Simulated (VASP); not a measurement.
Input of a VASP 6.6.1 run:

POSCAR

```
V
1.0
   -1.5143500000      1.5143500000      1.5143500000
    1.5143500000     -1.5143500000      1.5143500000
    1.5143500000      1.5143500000     -1.5143500000
V
1
Direct
    0.0000000000      0.0000000000      0.0000000000
```

Contents of INCAR.step1:

```
  PREC = Accurate
  ENCUT = 520
  ISMEAR = -1
  SIGMA = 0.05
  LREAL = False
  LASPH = True
  NELM = 150
  ISPIN = 2
  MAGMOM = 2
  LMAXMIX = 4
  NBANDS = 16
  GGA = PE
  ALGO = Normal
  EDIFF = 1E-4
  LWAVE = True
  LCHARG = False
```

The input INCAR.step2:

```
  PREC = Accurate
  ENCUT = 520
  EDIFF = 1E-7
  ISMEAR = -1
  SIGMA = 0.05
  LREAL = False
  LASPH = True
  NELM = 150
  ALGO = Normal
  ISIF = 2
  LWAVE = False
  LCHARG = False
  ISPIN = 2
  MAGMOM = 2
  LORBIT = 11
  LMAXMIX = 4
  METAGGA = R2SCAN
  LMIXTAU = True
  NBANDS = 16
  ISTART = 1
```

KPOINTS

```
Automatic mesh
0
Gamma
  12 12 12
```

Potentials or basis: VASP PAW PBE potentials, release 64 (V_sv).

Run with:

```console
$ cat potpaw_PBE.64/V_sv/POTCAR > POTCAR
$ cp INCAR.step1 INCAR
$ mpirun -np 1 vasp_std > vasp.out
$ cp INCAR.step2 INCAR
$ mpirun -np 1 vasp_std > vasp.out
```

(1) Predict the net moment.

(2) Predict the pressure.

Results:

(1) 0.00 μB per cell.

(2) -7.5 GPa.

Caveat: the PAW data sets were made with another functional, which shifts forces and pressure a little.
